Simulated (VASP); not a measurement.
Zr, 2 atoms in the cell. It takes space group Fd-3m (No. 227, cubic). Conventional cell: a = 5.651 Å, b = 5.651 Å, c = 5.651 Å, α = 90.00°, β = 90.00°, γ = 90.00°. Within 3.2 Å of Zr (site symmetry -43m) lie 4 Zr at 2.45 Å. This isn't the form of Zr at room conditions, which is hcp.

| Quantity | Value |
| --- | --- |
| Program | VASP 6.6.1 |
| Task | single point |
| Functional | PBEsol |
| Potentials or basis | VASP PAW PBE potentials, release 64 (Zr_sv) |
| Cutoff | 520 eV |
| k mesh | 12 × 12 × 12 |
| Occupations | fermi-dirac, width 0.1 eV |
| Spin | no spin polarisation |
| Dipole correction | no |
| Further INCAR settings | ALGO = Normal; EDIFF = 1e-06; NBANDS = 19 |

Potentials or basis: VASP PAW PBE potentials, release 64 (Zr_sv).

Run with:

```console
$ cat potpaw_PBE.64/Zr_sv/POTCAR > POTCAR
$ mpirun -np 1 vasp_std > vasp.out
```

Hardware: 1 thread of Intel(R) Xeon(R) 6975P-C (Granite Rapids) (shared host).

**Question.** How long does it take, and how much memory?

**Answer.** Wall time 27 s on 1 thread of Intel(R) Xeon(R) 6975P-C (Granite Rapids), with other jobs on the host, peak memory 0.19 GiB. Counts: scf iterations 12, k points 72.
